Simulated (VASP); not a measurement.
Write the native input for VASP 6.6.1 that does the following.

| Quantity | Value |
| --- | --- |
| Task | single point |
| Functional | PBEsol |
| Potentials or basis | VASP PAW PBE potentials, release 64 (Cu, O) |
| Cutoff | 520 eV |
| k mesh | 18 × 18 × 10 |
| Occupations | gaussian, width 0.15 eV |
| Spin | no spin polarisation |
| Dipole correction | no |
| Further INCAR settings | ALGO = Normal; EDIFF = 1e-06; NBANDS = 25 |

The structure of CuO lies in POSCAR:

```
CuO
1.0
    1.9786616721     -1.9862420411      0.0000000000
    1.9786616721      1.9862420411      0.0000000000
    0.0000000000      0.0000000000      5.4263287831
Cu O
2 2
Direct
    0.0000000000      0.5000000000      0.0000000000
    0.5000000000      0.0000000000      0.5000000000
    0.5000000000      0.5000000000      0.2500000000
    0.5000000000      0.5000000000      0.7500000000
```

This cell differs from its parent crystal: ratio of the length along z to the lengths across it x 1.1, volume and fractional coordinates fixed.

The input as run:

INCAR

```
  PREC = Accurate
  ENCUT = 520
  EDIFF = 1E-6
  ISMEAR = 0
  SIGMA = 0.15
  LREAL = F
  LASPH = T
  NELM = 80
  ALGO = Normal
  ISIF = 2
  LWAVE = F
  LCHARG = F
  GGA = PS
  NBANDS = 25
```

KPOINTS

```
regular mesh
0
Gamma
  18 18 10
```

Potentials or basis: VASP PAW PBE potentials, release 64 (Cu, O).

Run with:

```sh
$ cat potpaw_PBE.64/Cu/POTCAR potpaw_PBE.64/O/POTCAR > POTCAR
$ mpirun -np 1 vasp_std > vasp.out
```

It gave:

| Quantity | Value |
| --- | --- |
| Pressure | -3.8 GPa |
| Band gap on the k mesh | zero (bands 17 and 18 overlap by 1.08 eV) |

Caveat: the stress differs along the axes, from -14 to 1 GPa; the PAW data sets were made with another functional, which shifts forces and pressure a little; semilocal functionals often make such compounds metallic where correlation or magnetic order opens a gap, which also shifts bond lengths.

It took 6.6 min on 1 thread of Intel(R) Xeon(R) Platinum 8259CL CPU @ 2.50GHz (Skylake/Cascade Lake), on a shared host, peak memory 0.55 GiB.
